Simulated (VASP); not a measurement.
# CoO (P3m1) in VASP: a series of runs

The runs below take CoO through single point, with PBE+U.

All numbers are computed with VASP 6.6.1; they aren't measurements. Logs are shortened: lines on timing, memory, paths and dates and some standing lists are left out, and cuts for length are marked.

**1. The cell of the first run**

The typed cell holds 4 atoms: a = 3.110 Å, b = 3.110 Å, c = 5.085 Å, α = 90.00°, β = 90.00°, γ = 120.00°.

**2. Single point, PBE+U**

File INCAR:

```
SYSTEM = CoO
PREC     = Accurate       ! precision mode
ENCUT    = 700            ! plane-wave cutoff, eV
EDIFF    = 1E-6           ! SCF threshold, eV
ISMEAR   = 0              ! smearing method
SIGMA    = 0.02           ! smearing width, eV
LREAL    = .FALSE.        ! projectors in reciprocal space
LASPH    = .TRUE.         ! aspherical terms in the spheres
NELM     = 200            ! most SCF steps
ALGO     = Normal         ! electronic algorithm
ISIF     = 2              ! what is computed and relaxed
LWAVE    = .FALSE.        ! write WAVECAR
LCHARG   = .FALSE.        ! write CHGCAR
LMAXMIX  = 4              ! l up to which the mixer works
LDAU     = .TRUE.         ! DFT+U
LDAUTYPE = 2            
LDAUL    = 2 -1           ! shell
LDAUU    = 3.32 0         ! U, eV
LDAUJ    = 0 0          
LDAUPRINT= 1            
GGA      = PE             ! functional
NBANDS   = 31             ! bands
GGA_COMPAT= .FALSE.
```

File KPOINTS:

```
Automatic mesh
0
G
  12 12 8
  0 0 0
```

File POSCAR:

```
CoO
1.0
    3.1099945203      0.0000000000      0.0000000000
   -1.5549972602      2.6933342602      0.0000000000
    0.0000000000      0.0000000000      5.0853846395
Co O
2 2
Direct
    0.0000000000      0.0000000000      0.0034741400
    0.3333333333      0.6666666667      0.5033624100
    0.0000000000      0.0000000000      0.3716088500
    0.3333333333      0.6666666667      0.8715556000
```

Potentials or basis: VASP PAW PBE potentials, release 64 (Co_sv, O).

Command:

```
$ cat potpaw_PBE.64/Co_sv/POTCAR potpaw_PBE.64/O/POTCAR > POTCAR
$ mpirun -np 1 vasp_std > vasp.out
```

OUTCAR:

```text
SYSTEM = CoO
   PREC = Accurate
   ENCUT = 700
   EDIFF = 1E-6
   ISMEAR = 0
   LREAL = .FALSE.
   LASPH = .TRUE.
   NELM = 200
   ISIF = 2
   GGA = PE

 ion  position               nearest neighbor table
   1  0.000  0.000  0.003-   3 1.87   4 1.92   4 1.92   4 1.92
   2  0.333  0.667  0.503-   4 1.87   3 1.92   3 1.92   3 1.92
   3  0.000  0.000  0.372-   1 1.87   2 1.92   2 1.92   2 1.92
   4  0.333  0.667  0.872-   2 1.87   1 1.92   1 1.92   1 1.92

  LATTYP: Found a hexagonal cell.
 ALAT       =     3.1099945203
 C/A-ratio  =     1.6351747909

  Lattice vectors:

 A1 = (   3.1099945203,   0.0000000000,   0.0000000000)
 A2 = (  -1.5549972602,   2.6933342602,   0.0000000000)
 A3 = (   0.0000000000,   0.0000000000,   5.0853846395)

Analysis of symmetry for initial positions (statically):
=====================================================================
 Subroutine PRICEL returns:
 Original cell was already a primitive cell.

 Routine SETGRP: Setting up the symmetry group for a
 hexagonal supercell.

 Subroutine GETGRP returns: Found  6 space group operations
 (whereof  6 operations were pure point group operations)
 out of a pool of 24 trial point group operations.

The static configuration has the point symmetry C_3v.

Analysis of symmetry for dynamics (positions and initial velocities):
=====================================================================
 Subroutine PRICEL returns:
 Original cell was already a primitive cell.

 Routine SETGRP: Setting up the symmetry group for a
 hexagonal supercell.

 Subroutine GETGRP returns: Found  6 space group operations
 (whereof  6 operations were pure point group operations)
 out of a pool of 24 trial point group operations.

The dynamic configuration has the point symmetry C_3v.

 Subroutine INISYM returns: Found  6 space group operations
 (whereof  6 operations are pure point group operations),
 and found     1 'primitive' translations

----------------------------------------------------------------------------------------

                                     Primitive cell

  volume of cell :      42.5965

  direct lattice vectors                    reciprocal lattice vectors
     3.109994520  0.000000000  0.000000000     0.321543975  0.185643500  0.000000000
    -1.554997260  2.693334260  0.000000000     0.000000000  0.371287001  0.000000000
     0.000000000  0.000000000  5.085384639     0.000000000  0.000000000  0.196641959

  length of vectors
     3.109994520  3.109994520  5.085384639     0.371287001  0.371287001  0.196641959

  position of ions in fractional coordinates (direct lattice)
     0.000000000  0.000000000  0.003474140
     0.333333333  0.666666667  0.503362410
     0.000000000  0.000000000  0.371608850
     0.333333333  0.666666667  0.871555600

  ion indices of the primitive-cell ions
   primitive index   ion index
                 1           1
                 2           2
                 3           3
                 4           4

----------------------------------------------------------------------------------------

 KPOINTS: Automatic mesh

Automatic generation of k-mesh.
[... 95 lines left out ...]
   GGA     = PE    functional components
   LHFCALC =     F    Hartree Fock is set to
   AEXX    =    0.0000 exact exchange contribution
   IVDW    =     0    specifies the selected vdW correction
   LEPSILON=     F    determine dielectric tensor
   LRPA    =     F    only Hartree local field effects (RPA)
 non-spin polarized calculation
 Gauss-broadening in eV      SIGMA  =   0.02
  energy-cutoff  :      700.00
  volume of cell :       42.60
 maximum number of plane-waves:      1822
 NGX is ok and might be reduce to    28
   NGX = 13   NGY = 13   NGZ = 21

atom =   1  type =  1  l = 2

 onsite density matrix

spin component  1

  0.6683 -0.0000  0.0000 -0.1471 -0.0000
 -0.0000  0.7621  0.0000 -0.0000 -0.1471
  0.0000  0.0000  0.5742 -0.0000 -0.0000
 -0.1471 -0.0000 -0.0000  0.7621  0.0000
 -0.0000 -0.1471 -0.0000  0.0000  0.6683

spin component  2

  0.6683 -0.0000  0.0000 -0.1471 -0.0000
 -0.0000  0.7621  0.0000 -0.0000 -0.1471
  0.0000  0.0000  0.5742 -0.0000 -0.0000
 -0.1471 -0.0000 -0.0000  0.7621  0.0000
 -0.0000 -0.1471 -0.0000  0.0000  0.6683

 occupancies and eigenvectors

  o =  0.5608  v =  0.5107  0.4570 -0.0000  0.3732  0.6254  0.0000  0.0000  0.0000  0.0000  0.0000      0.0000  0.0000  0.0000  0.0000  0.0000  0.0000  0.0000  0.0000  0.0000  0.0000
  o =  0.5608  v =  0.0000  0.0000  0.0000  0.0000  0.0000  0.5107  0.4570 -0.0000  0.3732  0.6254      0.0000  0.0000  0.0000  0.0000  0.0000  0.0000  0.0000  0.0000  0.0000  0.0000
  o =  0.5608  v = -0.6254  0.3732  0.0000 -0.4570  0.5107  0.0000  0.0000  0.0000  0.0000  0.0000      0.0000  0.0000  0.0000  0.0000  0.0000  0.0000  0.0000  0.0000  0.0000  0.0000
  o =  0.5608  v =  0.0000  0.0000  0.0000  0.0000  0.0000 -0.6254  0.3732  0.0000 -0.4570  0.5107      0.0000  0.0000  0.0000  0.0000  0.0000  0.0000  0.0000  0.0000  0.0000  0.0000
  o =  0.5742  v =  0.0000  0.0000  0.0000  0.0000  0.0000  0.0000 -0.0000  1.0000  0.0000 -0.0000      0.0000  0.0000  0.0000  0.0000  0.0000  0.0000  0.0000  0.0000  0.0000  0.0000
  o =  0.5742  v =  0.0000 -0.0000  1.0000  0.0000 -0.0000  0.0000  0.0000  0.0000  0.0000  0.0000      0.0000  0.0000  0.0000  0.0000  0.0000  0.0000  0.0000  0.0000  0.0000  0.0000
  o =  0.8696  v =  0.0000  0.0000  0.0000  0.0000  0.0000  0.3732 -0.6254  0.0000 -0.5107  0.4570      0.0000  0.0000  0.0000  0.0000  0.0000  0.0000  0.0000  0.0000  0.0000  0.0000
  o =  0.8696  v =  0.3732 -0.6254  0.0000 -0.5107  0.4570  0.0000  0.0000  0.0000  0.0000  0.0000      0.0000  0.0000  0.0000  0.0000  0.0000  0.0000  0.0000  0.0000  0.0000  0.0000
  o =  0.8696  v =  0.0000  0.0000  0.0000  0.0000  0.0000 -0.4570 -0.5107 -0.0000  0.6254  0.3732      0.0000  0.0000  0.0000  0.0000  0.0000  0.0000  0.0000  0.0000  0.0000  0.0000
  o =  0.8696  v = -0.4570 -0.5107 -0.0000  0.6254  0.3732  0.0000  0.0000  0.0000  0.0000  0.0000      0.0000  0.0000  0.0000  0.0000  0.0000  0.0000  0.0000  0.0000  0.0000  0.0000

atom =   2  type =  1  l = 2

 onsite density matrix

spin component  1

  0.6682  0.0000  0.0000  0.1467 -0.0000
  0.0000  0.7626 -0.0000 -0.0000  0.1467
  0.0000 -0.0000  0.5733  0.0000 -0.0000
  0.1467 -0.0000  0.0000  0.7626 -0.0000
 -0.0000  0.1467 -0.0000 -0.0000  0.6682

spin component  2

  0.6682  0.0000  0.0000  0.1467 -0.0000
  0.0000  0.7626 -0.0000 -0.0000  0.1467
  0.0000 -0.0000  0.5733  0.0000 -0.0000
  0.1467 -0.0000  0.0000  0.7626 -0.0000
 -0.0000  0.1467 -0.0000 -0.0000  0.6682

 occupancies and eigenvectors

  o =  0.5613  v = -0.5111  0.4563  0.0000  0.3726 -0.6259  0.0000  0.0000  0.0000  0.0000  0.0000      0.0000  0.0000  0.0000  0.0000  0.0000  0.0000  0.0000  0.0000  0.0000  0.0000
  o =  0.5613  v =  0.0000  0.0000  0.0000  0.0000  0.0000 -0.5111  0.4563  0.0000  0.3726 -0.6259      0.0000  0.0000  0.0000  0.0000  0.0000  0.0000  0.0000  0.0000  0.0000  0.0000
  o =  0.5613  v =  0.6259  0.3726 -0.0000 -0.4563 -0.5111  0.0000  0.0000  0.0000  0.0000  0.0000      0.0000  0.0000  0.0000  0.0000  0.0000  0.0000  0.0000  0.0000  0.0000  0.0000
  o =  0.5613  v =  0.0000  0.0000  0.0000  0.0000  0.0000  0.6259  0.3726 -0.0000 -0.4563 -0.5111      0.0000  0.0000  0.0000  0.0000  0.0000  0.0000  0.0000  0.0000  0.0000  0.0000
  o =  0.5733  v =  0.0000  0.0000  0.0000  0.0000  0.0000  0.0000  0.0000  1.0000 -0.0000 -0.0000      0.0000  0.0000  0.0000  0.0000  0.0000  0.0000  0.0000  0.0000  0.0000  0.0000
  o =  0.5733  v =  0.0000  0.0000  1.0000 -0.0000 -0.0000  0.0000  0.0000  0.0000  0.0000  0.0000      0.0000  0.0000  0.0000  0.0000  0.0000  0.0000  0.0000  0.0000  0.0000  0.0000
  o =  0.8695  v =  0.0000  0.0000  0.0000  0.0000  0.0000  0.3726  0.6259  0.0000  0.5111  0.4563      0.0000  0.0000  0.0000  0.0000  0.0000  0.0000  0.0000  0.0000  0.0000  0.0000
  o =  0.8695  v =  0.3726  0.6259  0.0000  0.5111  0.4563  0.0000  0.0000  0.0000  0.0000  0.0000      0.0000  0.0000  0.0000  0.0000  0.0000  0.0000  0.0000  0.0000  0.0000  0.0000
  o =  0.8695  v =  0.0000  0.0000  0.0000  0.0000  0.0000 -0.4563  0.5111 -0.0000 -0.6259  0.3726      0.0000  0.0000  0.0000  0.0000  0.0000  0.0000  0.0000  0.0000  0.0000  0.0000
  o =  0.8695  v = -0.4563  0.5111 -0.0000 -0.6259  0.3726  0.0000  0.0000  0.0000  0.0000  0.0000      0.0000  0.0000  0.0000  0.0000  0.0000  0.0000  0.0000  0.0000  0.0000  0.0000

 number of electron      45.9999991 magnetization

 Free energy of the ion-electron system (eV)
  ---------------------------------------------------
  ext. energy  EPLUGINS =         0.00000000
  ---------------------------------------------------
  free energy    TOTEN  =       -19.51180837 eV

  energy without entropy =      -19.51075752  energy(sigma->0) =      -19.51128295

 E-fermi :   7.8266     XC(G=0): -11.8577

 val. band max:        7.8247702754   @ k =   0.4167  -0.0000   0.3750
 cond. band min:       7.8312800589   @ k =  -0.1667   0.4167   0.3750
 fundamental gap:      0.0065097835
 Fermi energy:         7.8265572351

 k-point     1 :       0.0000    0.0000    0.0000
  band No.  band energies     occupation
      1     -86.9346      2.00000
      2     -86.9320      2.00000
      3     -50.2905      2.00000
      4     -50.2572      2.00000
      5     -50.2463      2.00000
      6     -50.2463      2.00000
[... 805 lines left out ...]
     30      19.5641      0.00000
     31      21.7664      0.00000

 [... further k-points ...]

------------------------ aborting loop because EDIFF is reached ----------------------------------------

  FORCE on cell =-STRESS in cart. coord.  units (eV):
  Direction    XX          YY          ZZ          XY          YZ          ZX
  --------------------------------------------------------------------------------------
  -------------------------------------------------------------------------------------
  Total       -2.1381453     -2.1381453      1.0439698      0.0000000      0.0000000      0.0000000
  in kB      -80.4218580    -80.4218580     39.2667397      0.0000000      0.0000000      0.0000000
  external PRESSURE =     -40.5256588 kB  Pullay stress =       0.0000000 kB

 VOLUME and BASIS-vectors are now :
 -----------------------------------------------------------------------------
  energy-cutoff  :      700.00
  volume of cell :       42.60
      direct lattice vectors                 reciprocal lattice vectors
     3.109994520  0.000000000  0.000000000     0.321543975  0.185643500  0.000000000
    -1.554997260  2.693334260  0.000000000     0.000000000  0.371287001  0.000000000
     0.000000000  0.000000000  5.085384639     0.000000000  0.000000000  0.196641959

 POSITION                                       TOTAL-FORCE (eV/Angst)
 -----------------------------------------------------------------------------------
      0.00000      0.00000      0.01767         0.000000     -0.000000     -0.075529
     -0.00000      1.79556      2.55979        -0.000000      0.000000     -0.073638
      0.00000      0.00000      1.88977         0.000000      0.000000      0.078341
     -0.00000      1.79556      4.43220         0.000000      0.000000      0.070826
 -----------------------------------------------------------------------------------
    total drift:                               -0.000001      0.000001     -0.002004

  FREE ENERGIE OF THE ION-ELECTRON SYSTEM (eV)
  ---------------------------------------------------
  free  energy   TOTEN  =       -19.5118083722 eV

  energy  without entropy=      -19.5107575181  energy(sigma->0) =      -19.51128295
```

Run time: 5.8 min. Hardware: 1 thread of AMD EPYC 7R13 (Zen 3), shared host; peak memory 0.31 GiB.

What came out:

```yaml
Free_energy: -19.5118 eV
Pressure: -4.1 GPa
Largest_force: 0.078 eV/Å
Band_gap_on_the_k_mesh: zero (bands 23 and 24 overlap by 1.55 eV)
```

Forces on the atoms (eV/Å):
```
Co   0.000  0.000 -0.076
Co   0.000  0.000 -0.074
O    0.000  0.000  0.078
O    0.000  0.000  0.071
```

Eigenvalues of the final occupation matrices:
```tsv
site	spin	trace	eigenvalues
site 1 d	1	3.44	0.56 0.56 0.57 0.87 0.87
site 1 d	2	3.44	0.56 0.56 0.57 0.87 0.87
site 2 d	1	3.43	0.56 0.56 0.57 0.87 0.87
site 2 d	2	3.43	0.56 0.56 0.57 0.87 0.87
```

Caveat: the stress differs along the axes, from -8 to 4 GPa; the run has no spin polarisation, though such a crystal can be magnetic; U without spin polarisation on a metal has little footing.

(Continued in part 2 of 2.)
